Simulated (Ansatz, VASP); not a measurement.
GaN: VASP beside Ansatz

File POSCAR:

```
GaN
1.0
    0.1055765035      2.2535006075      2.2535006075
    2.2535006075      0.1055765035      2.2535006075
    2.3590771110      2.3590771110      0.0000000000
Ga N
1 1
Direct
    0.0000000000      0.0000000000      0.0000000000
    0.7500000000      0.7500000000      0.7500000000
```

Contents of INCAR.step1:

```
PREC     = Accurate       # precision mode
ENCUT    = 520            # plane-wave cutoff, eV
ISMEAR   = 0              # smearing method
SIGMA    = 0.05           # smearing width, eV
LREAL    = False          # projectors in reciprocal space
LASPH    = True           # aspherical terms in the spheres
NELM     = 100            # most SCF steps
NBANDS   = 16             # bands
GGA      = PE             # functional
ALGO     = Normal         # electronic algorithm
EDIFF    = 1E-4           # SCF threshold, eV
LWAVE    = True           # write WAVECAR
LCHARG   = False          # write CHGCAR
```

INCAR.step2

```
PREC     = Accurate       # precision mode
ENCUT    = 520            # plane-wave cutoff, eV
EDIFF    = 1E-7           # SCF threshold, eV
ISMEAR   = 0              # smearing method
SIGMA    = 0.05           # smearing width, eV
LREAL    = False          # projectors in reciprocal space
LASPH    = True           # aspherical terms in the spheres
NELM     = 100            # most SCF steps
ALGO     = Normal         # electronic algorithm
ISIF     = 2              # what is computed and relaxed
LWAVE    = False          # write WAVECAR
LCHARG   = False          # write CHGCAR
METAGGA  = R2SCAN         # meta-GGA
LMIXTAU  = True         
NBANDS   = 16             # bands
ISTART   = 1
```

File KPOINTS:

```
Automatic mesh
0
Gamma
  10 10 10
```

Input for Ansatz:

```yaml
crystal:
  lattice:
    - [0.1055765035, 2.2535006075, 2.2535006075]
    - [2.2535006075, 0.1055765035, 2.2535006075]
    - [2.359077111, 2.359077111, 0.0]
  atoms:
    - { symbol: Ga, position: [0.0, 0.0, 0.0] }
    - { symbol: "N", position: [0.75, 0.75, 0.75] }
basis:
  ecutwfc: 500
kpoints:
  mp_grid: { grid: [10, 10, 10] }
hamiltonian:
  xc: r2scan
scf:
  occupations: { method: gaussian, width: 0.05 }
output:
  forces: true
  stress: true
  eigenvalues: true
```

Change from the starting cell: strain +0.0937 x Voigt [0, 0, 0, 0, 0, 1], atoms carried along.

Alike in both runs: task single point; functional r2SCAN; k mesh 10 × 10 × 10; occupations gaussian, width 0.05 eV; no spin polarisation.

|  | VASP | Ansatz |
| --- | --- | --- |
| version | VASP 6.6.1 | Ansatz 0.2.0 |
| potentials or method | VASP PAW PBE potentials, release 64 (Ga_d, N), cutoff 520 eV | scalar-relativistic, plane waves, PAW |
| valence electrons in the cell | 18 | 18 |

|  | VASP | Ansatz | Ansatz less VASP |
| --- | --- | --- | --- |
| gap on the k mesh at the Fermi level (eV) | 1.76 | 1.77 | +0.012 |
| least direct gap on the mesh (eV) | 1.76 | 1.77 | +0.012 |
| pressure (GPa) | 2.1 | 1.1 | -1.00 |
| traceless stress, the component that is largest in VASP (GPa) | -18.88 | -18.62 | +0.261 |
| rms of the force components (eV/Å) | 0.475 | 0.453 | -0.0225 |

VASP's potentials were made for PBE, not for r2SCAN. Atom by atom the forces differ by 0.023 eV/Å (rms over components).
